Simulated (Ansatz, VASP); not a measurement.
**Two plane-wave programs on Cs**

```
CELL_PARAMETERS angstrom
5.36733 0.00000 0.00000
-2.68367 4.64825 0.00000
0.00000 0.00000 5.01510
ATOMIC_POSITIONS crystal
Cs 0.00000 0.00000 0.00000
```

Alike in both runs: functional r2SCAN; k mesh 12 × 12 × 12; occupations gaussian, width 0.1 eV; no spin polarisation.

Ansatz relaxed the structure, and its values are those at the end. VASP's run is a single point on that final structure, the one shown.

|  | VASP | Ansatz |
| --- | --- | --- |
| version | VASP 6.6.1 | Ansatz 0.2.0 |
| potentials or method | VASP PAW PBE potentials, release 64 (Cs_sv), cutoff 520 eV | scalar-relativistic, plane waves, PAW |
| valence electrons in the cell | 9 | 9 |

```tsv
	VASP	Ansatz	Ansatz less VASP
gap on the k mesh at the Fermi level (eV)	none	none	-
pressure (GPa)	0.0	0.0	0.00
```

VASP's potentials were made for PBE, not for r2SCAN. A gap of «none» marks a metal or a gap that the smearing closes. The functional is the same, so the differences come from potentials, cutoffs and numerics.

Neither program's run includes spin-orbit coupling.
